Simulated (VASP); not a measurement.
# Ni (I4/mmm) in VASP: further runs

Ni is run at these levels: PBE; tasks: single point.

Everything below comes from runs of VASP 6.6.1. Logs are shortened: lines on timing, memory, paths and dates and some standing lists are left out, and cuts for length are marked.

### Step 1. The cell of the first run

It takes space group I4/mmm (No. 139, tetragonal). The conventional cell has a = 2.714 Å, b = 2.714 Å, c = 2.878 Å, α = 90.00°, β = 90.00°, γ = 90.00°. Within 3.2 Å of Ni (site symmetry 4/mmm) lie 14 Ni at 2.40 to 2.88 Å.

### Step 2. Single point, PBE, collinear spin, ferromagnetic start (stretched by +4 % along [0.0, 0.0, 1.0] at fixed volume)

Input file INCAR:

```
PREC = Accurate
ENCUT = 520
EDIFF = 1E-6
ISMEAR = -1
SIGMA = 0.05
LREAL = F
LASPH = T
NELM = 150
ALGO = Normal
ISIF = 2
LWAVE = F
LCHARG = F
ISPIN = 2
MAGMOM = 1.5
LORBIT = 11
LMAXMIX = 4
GGA = PE
NBANDS = 15
```

Input file KPOINTS:

```
Automatic mesh
0
Gamma
  15 15 15
```

Input file POSCAR:

```
Ni
1.0
   -1.3568446506      1.3568446506      1.4390640888
    1.3568446506     -1.3568446506      1.4390640888
    1.3568446506      1.3568446506     -1.4390640888
Ni
1
Direct
    0.0000000000      0.0000000000      0.0000000000
```

Potentials or basis: VASP PAW PBE potentials, release 64 (Ni).

Launch:

```
> cat potpaw_PBE.64/Ni/POTCAR > POTCAR
> mpirun -np 1 vasp_std > vasp.out
```

OUTCAR:

```text
PREC = Accurate
   ENCUT = 520
   EDIFF = 1E-6
   ISMEAR = -1
   LREAL = F
   LASPH = T
   NELM = 150
   ISIF = 2
   ISPIN = 2
   LORBIT = 11
   GGA = PE

 ion  position               nearest neighbor table
   1  0.000  0.000  0.000-

  LATTYP: Found a body centered tetragonal cell.
 ALAT       =     2.7136893012
 C/A-ratio  =     1.0605960588

  Lattice vectors:

 A1 = (  -1.3568446506,   1.3568446506,   1.4390640888)
 A2 = (   1.3568446506,  -1.3568446506,   1.4390640888)
 A3 = (   1.3568446506,   1.3568446506,  -1.4390640888)

Analysis of symmetry for initial positions (statically):
=====================================================================
 Subroutine PRICEL returns:
 Original cell was already a primitive cell.

 Routine SETGRP: Setting up the symmetry group for a
 body centered tetragonal supercell.

 Subroutine GETGRP returns: Found 16 space group operations
 (whereof 16 operations were pure point group operations)
 out of a pool of 16 trial point group operations.

The static configuration has the point symmetry D_4h.

Analysis of symmetry for dynamics (positions and initial velocities):
=====================================================================
 Subroutine PRICEL returns:
 Original cell was already a primitive cell.

 Routine SETGRP: Setting up the symmetry group for a
 body centered tetragonal supercell.

 Subroutine GETGRP returns: Found 16 space group operations
 (whereof 16 operations were pure point group operations)
 out of a pool of 16 trial point group operations.

The dynamic configuration has the point symmetry D_4h.

Analysis of structural, dynamic, and magnetic symmetry:
=====================================================================
 Subroutine PRICEL returns:
 Original cell was already a primitive cell.

 Routine SETGRP: Setting up the symmetry group for a
 body centered tetragonal supercell.

 Subroutine GETGRP returns: Found 16 space group operations
 (whereof 16 operations were pure point group operations)
 out of a pool of 16 trial point group operations.

The overall configuration has the point symmetry D_4h.

 Subroutine INISYM returns: Found 16 space group operations
 (whereof 16 operations are pure point group operations),
 and found     1 'primitive' translations

----------------------------------------------------------------------------------------

                                     Primitive cell

  volume of cell :      10.5974

  direct lattice vectors                    reciprocal lattice vectors
    -1.356844651  1.356844651  1.439064089     0.000000000  0.368502024  0.347448042
     1.356844651 -1.356844651  1.439064089     0.368502024  0.000000000  0.347448042
     1.356844651  1.356844651 -1.439064089     0.368502024  0.368502024  0.000000000

  length of vectors
     2.398532940  2.398532940  2.398532940     0.506471997  0.506471997  0.521140560

  position of ions in fractional coordinates (direct lattice)
     0.000000000  0.000000000  0.000000000

  ion indices of the primitive-cell ions
   primitive index   ion index
                 1           1

----------------------------------------------------------------------------------------

 KPOINTS: Automatic mesh

Automatic generation of k-mesh.
 Grid dimensions read from file:
 generate k-points for:   15   15   15

 Generating k-lattice:

  Cartesian coordinates                     Fractional coordinates (reciprocal lattice)
     0.000000000  0.024566802  0.023163203     0.066666667  0.000000000  0.000000000
     0.024566802  0.000000000  0.023163203     0.000000000  0.066666667  0.000000000
     0.024566802  0.024566802  0.000000000     0.000000000  0.000000000  0.066666667

  Length of vectors
     0.033764800  0.033764800  0.034742704

  Shift w.r.t. Gamma in fractional coordinates (k-lattice)
     0.000000000  0.000000000  0.000000000

 Subroutine IBZKPT returns following result:
 ===========================================

 Found    288 irreducible k-points:

 Following reciprocal coordinates:
            Coordinates               Weight
  0.000000  0.000000  0.000000      1.000000
  0.066667  0.000000 -0.000000      8.000000
  0.133333  0.000000 -0.000000      8.000000
  0.200000  0.000000 -0.000000      8.000000
  0.266667  0.000000 -0.000000      8.000000
  0.333333  0.000000 -0.000000      8.000000
[... 16 lines left out ...]
  0.133333  0.133333 -0.000000      8.000000
  0.200000  0.133333 -0.000000     16.000000
 [... further k-points ...]
   k-points           NKPTS =    288   k-points in BZ     NKDIM =    288   number of bands    NBANDS=     15
   number of dos      NEDOS =    301   number of ions     NIONS =      1
   total plane-waves  NPLWV =   5832
   dimension x,y,z NGX =    18 NGY =   18 NGZ =   18
   dimension x,y,z NGXF=    36 NGYF=   36 NGZF=   36
   ions per type =               1
   NGX,Y,Z   is equivalent  to a cutoff of  12.48, 12.48, 12.48 a.u.
   NGXF,Y,Z  is equivalent  to a cutoff of  24.95, 24.95, 24.95 a.u.
 SYSTEM =  unknown system
   PREC   = accura    normal or accurate (medium, high low for compatibility)
   ISTART =      0    job   : 0-new  1-cont  2-samecut
   ICHARG =      2    charge: 1-file 2-atom 10-const
   ISPIN  =      2    spin polarized calculation?
   LNONCOLLINEAR =      F non collinear calculations
   LSORBIT =      F    spin-orbit coupling
   LASPH  =      T    aspherical Exc in radial PAW
   ENCUT  =  520.0 eV  38.22 Ry    6.18 a.u.   4.46  4.46  4.46*2*pi/ulx,y,z
   NELM   =    150;   NELMIN=  2; NELMDL= -5     # of ELM steps
   EDIFF  = 0.1E-05   stopping-criterion for ELM
   LREAL  =      F    real-space projection
   EDIFFG = 0.1E-04   stopping-criterion for IOM
   NSW    =      0    number of steps for IOM
   IBRION =     -1    ionic relax: 0-MD 1-quasi-New 2-CG
   NFREE  =      0    steps in history (QN), initial steepest desc. (CG)
   ISIF   =      2    stress and relaxation
   ISYM   =      2    0-nonsym 1-usesym 2-fastsym
   POTIM  = 0.5000    time-step for ionic-motion
   TEBEG  =    0.0;   TEEND  =   0.0 temperature during run
   PSTRESS=    0.0 pullay stress
   NELECT =      10.0000    total number of electrons
   NUPDOWN=      -1.0000    fix difference up-down
   EMIN   =  10.00;   EMAX   =-10.00  energy-range for DOS
   EFERMI =   0.00;   METHOD = LEGACY
   ISMEAR =    -1;   SIGMA  =   0.05  broadening in eV -4-tet -1-fermi 0-gaus
   EFERMI_NEDOS =   21; number of points for ismear=-14 and -15
   IALGO  =     38    algorithm
   IMIX   =      4    mixing-type and parameters
     AMIX     =   0.40;   BMIX     =  1.00
     AMIX_MAG =   1.60;   BMIX_MAG =  1.00
  volume/ion in A,a.u.               =      10.60        71.51
  Fermi-wavevector in a.u.,A,eV,Ry     =   1.605738  3.034405 35.081190  2.578395
  Thomas-Fermi vector in A             =   2.702037
   LORBIT       =     11    0 simple, 1 ext, 2 COOP (PROOUT), +10 PAW based schemes
   GGA     = PE    functional components
   LHFCALC =     F    Hartree Fock is set to
   AEXX    =    0.0000 exact exchange contribution
   IVDW    =     0    specifies the selected vdW correction
   LEPSILON=     F    determine dielectric tensor
   LRPA    =     F    only Hartree local field effects (RPA)
 spin polarized calculation
  energy-cutoff  :      520.00
  volume of cell :       10.60
 maximum number of plane-waves:       297
 NGX is ok and might be reduce to    18
   NGX =  9   NGY =  9   NGZ =  9

 number of electron      10.0000000 magnetization       1.5000000

 number of electron       9.9999994 magnetization       0.5381402

 Free energy of the ion-electron system (eV)
  ---------------------------------------------------
  ext. energy  EPLUGINS =         0.00000000
  ---------------------------------------------------
  free energy    TOTEN  =        -5.37730520 eV

  energy without entropy =       -5.36244092  energy(sigma->0) =       -5.36987306

 E-fermi :   9.6217     XC(G=0): -13.4066

 val. band max:        9.6196948768   @ k =  -0.4667   0.3333   0.0000
 cond. band min:       9.6236515786   @ k =   0.1333   0.1333   0.1333
 fundamental gap:      0.0039567018
 Fermi energy:         9.6217066680

 spin component 1

 k-point     1 :       0.0000    0.0000    0.0000
  band No.  band energies     occupation
      1       0.5561      1.00000
      2       7.1833      1.00000
      3       7.1833      1.00000
      4       7.4864      1.00000
      5       8.5255      1.00000
      6       8.8911      1.00000
      7      35.5039      0.00000
      8      36.7390      0.00000
      9      36.7390      0.00000
     10      40.9902      0.00000
     11      41.5046      0.00000
     12      41.9447      0.00000
     13      42.6590      0.00000
     14      42.6590      0.00000
[... 401 lines left out ...]
      2       6.7834      1.00000
      3       6.9448      1.00000
      4       8.3220      1.00000
      5       8.7122      1.00000
      6       9.0209      0.99999
      7      24.9549      0.00000
      8      27.4361      0.00000
      9      32.8933      0.00000
     10      36.7828      0.00000
     11      40.6568      0.00000
     12      43.0695      0.00000
     13      47.2468      0.00000
     14      48.2489      0.00000
     15      50.9903      0.00000

 [... further k-points ...]

 spin component 2

 k-point     1 :       0.0000    0.0000    0.0000
  band No.  band energies     occupation
      1       0.5422      1.00000
      2       7.8553      1.00000
      3       7.8553      1.00000
      4       8.1055      1.00000
      5       9.0319      0.99999
      6       9.3300      0.99708
      7      35.4005      0.00000
      8      36.6493      0.00000
      9      36.6493      0.00000
     10      40.9399      0.00000
     11      41.6407      0.00000
     12      41.8580      0.00000
     13      42.8153      0.00000
     14      42.8153      0.00000
[... 401 lines left out ...]
      2       7.3556      1.00000
      3       7.5208      1.00000
      4       8.8747      1.00000
      5       9.2346      0.99957
      6       9.6103      0.55660
      7      25.0734      0.00000
      8      27.5228      0.00000
      9      32.9677      0.00000
     10      36.7743      0.00000
     11      40.6891      0.00000
     12      43.1057      0.00000
     13      47.2690      0.00000
     14      48.3168      0.00000
     15      51.0774      0.00000

 [... further k-points ...]

------------------------ aborting loop because EDIFF is reached ----------------------------------------

  FORCE on cell =-STRESS in cart. coord.  units (eV):
  Direction    XX          YY          ZZ          XY          YZ          ZX
  --------------------------------------------------------------------------------------
  -------------------------------------------------------------------------------------
  Total        0.3789114      0.3789114      0.6997475      0.0000000      0.0000000      0.0000000
  in kB       57.2859245     57.2859245    105.7916850      0.0000000      0.0000000      0.0000000
  external PRESSURE =      73.4545113 kB  Pullay stress =       0.0000000 kB

 VOLUME and BASIS-vectors are now :
 -----------------------------------------------------------------------------
  energy-cutoff  :      520.00
  volume of cell :       10.60
      direct lattice vectors                 reciprocal lattice vectors
    -1.356844651  1.356844651  1.439064089     0.000000000  0.368502024  0.347448042
     1.356844651 -1.356844651  1.439064089     0.368502024  0.000000000  0.347448042
     1.356844651  1.356844651 -1.439064089     0.368502024  0.368502024  0.000000000

 POSITION                                       TOTAL-FORCE (eV/Angst)
 -----------------------------------------------------------------------------------
      0.00000      0.00000      0.00000         0.000000      0.000000      0.000000
 -----------------------------------------------------------------------------------
    total drift:                                0.000000      0.000000      0.000000

  FREE ENERGIE OF THE ION-ELECTRON SYSTEM (eV)
  ---------------------------------------------------
  free  energy   TOTEN  =        -5.3773051979 eV

  energy  without entropy=       -5.3624409249  energy(sigma->0) =       -5.36987306

 total charge

# of ion       s       p       d       tot
------------------------------------------
    1        0.503   0.513   8.346   9.362

 magnetization (x)

# of ion       s       p       d       tot
------------------------------------------
    1       -0.005  -0.017   0.566   0.544
```

Run time: 1.7 min. Hardware: 1 thread of Intel Xeon 8259CL, shared host; peak memory 0.18 GiB.

Results:

| Property | Result |
| --- | --- |
| Free energy | -5.3773 eV |
| Pressure | 7.3 GPa |
| Net moment | 0.54 μB per cell |
| Site moments | Ni +0.54 μB |
| Valence electrons inside the program's atomic spheres | Ni 9.36 |

Stress tensor (GPa, compression positive):
```
 5.73  0.00  0.00
 0.00  5.73  0.00
 0.00  0.00 10.58
```

Levels at points of the mesh, in eV from the Fermi level:
Spin up:
```csv
k point,band 3,band 4,band 5,band 6,band 7,band 8
"(0.00, 0.00, 0.00)",-2.44,-2.14,-1.10,-0.73,25.88,27.12
```
Spin down:
```tsv
k point	band 2	band 3	band 4	band 5	band 6	band 7	band 8	band 9
(0.00, 0.00, 0.00)	-1.77	-1.77	-1.52	-0.59	-0.29	25.78	27.03	27.03
```

Caveat: the cell stands under pressure.

### Step 3. Single point, PBE, non-collinear spin, typed start, spin-orbit coupling (stretched by +4 % along [0.0, 0.0, 1.0] at fixed volume)

Input file INCAR:

```
ALGO     = Normal         # electronic algorithm
EDIFF    = 1E-6           # SCF threshold, eV
ENCUT    = 520            # plane-wave cutoff, eV
GGA      = PE             # functional
GGA_COMPAT= False        
ISIF     = 2              # what is computed and relaxed
ISMEAR   = -1             # smearing method
LASPH    = True           # aspherical terms in the spheres
LCHARG   = False          # write CHGCAR
LMAXMIX  = 4              # l up to which the mixer works
LORBIT   = 11             # projections on sites
LORBMOM  = True         
LREAL    = False          # projectors in reciprocal space
LSORBIT  = True           # spin-orbit coupling
LWAVE    = False          # write WAVECAR
MAGMOM   = 0 0 0.6        # initial moments
NBANDS   = 21             # bands
NELM     = 150            # most SCF steps
PREC     = Accurate       # precision mode
SIGMA    = 0.05           # smearing width, eV
```

Input file KPOINTS:

```
k-points
0
Gamma
  15 15 15
```

POSCAR is that of step 2.

Potentials or basis: VASP PAW PBE potentials, release 64 (Ni).

Launch:

```
> cat potpaw_PBE.64/Ni/POTCAR > POTCAR
> mpirun -np 1 vasp_ncl > vasp.out
```

Wall time 8.5 min (1 thread of Intel Xeon 8259CL, shared host); peak memory 0.26 GiB.

It converged, with:

```yaml
Free_energy: -5.3872 eV
Pressure: 7.4 GPa
Net_moment: 0.53 μB per cell
Valence_electrons_inside_the_program's_atomic_spheres: Ni 9.36
```

Stress tensor (GPa, compression positive):
```
 5.78  0.00  0.00
 0.00  5.78  0.00
 0.00  0.00 10.59
```

Moments on the atoms (μB; x, y, z):
```
Ni  0.00 0.00 0.54
```

Caveat: the cell stands under pressure.

### Step 4. Single point, PBE, non-collinear spin, typed start, spin-orbit coupling (stretched by +4 % along [0.0, 0.0, 1.0] at fixed volume)

Input file INCAR:

```
SYSTEM = Ni
PREC = Accurate
ENCUT = 520
EDIFF = 1E-6
ISMEAR = -1
SIGMA = 0.05
LREAL = .FALSE.
LASPH = .TRUE.
NELM = 150
ALGO = Normal
ISIF = 2
LWAVE = .FALSE.
LCHARG = .FALSE.
MAGMOM = 0.6 0 0
LORBIT = 11
LSORBIT = .TRUE.
GGA_COMPAT = .FALSE.
LORBMOM = .TRUE.
LMAXMIX = 4
GGA = PE
NBANDS = 21
```

Input file KPOINTS:

```
regular mesh
0
G
  15 15 15
  0 0 0
```

POSCAR is that of step 3.

Launch:

```
> cat potpaw_PBE.64/Ni/POTCAR > POTCAR
> mpirun -np 1 vasp_ncl > vasp.out
```

It took 18 min on 1 thread of Intel Xeon 8259CL, shared host; peak memory 0.39 GiB.

The run converged. Its results:

* Free energy: -5.3872 eV
* Pressure: 7.4 GPa
* Net moment: 0.53 μB per cell
* Valence electrons inside the program's atomic spheres: Ni 9.36

Stress tensor (GPa, compression positive):
```
 5.78  0.00  0.00
 0.00  5.77  0.00
 0.00  0.00 10.59
```

Moments on the atoms (μB; x, y, z):
```
Ni  0.54 0.00 0.00
```

Caveat: the cell stands under pressure.
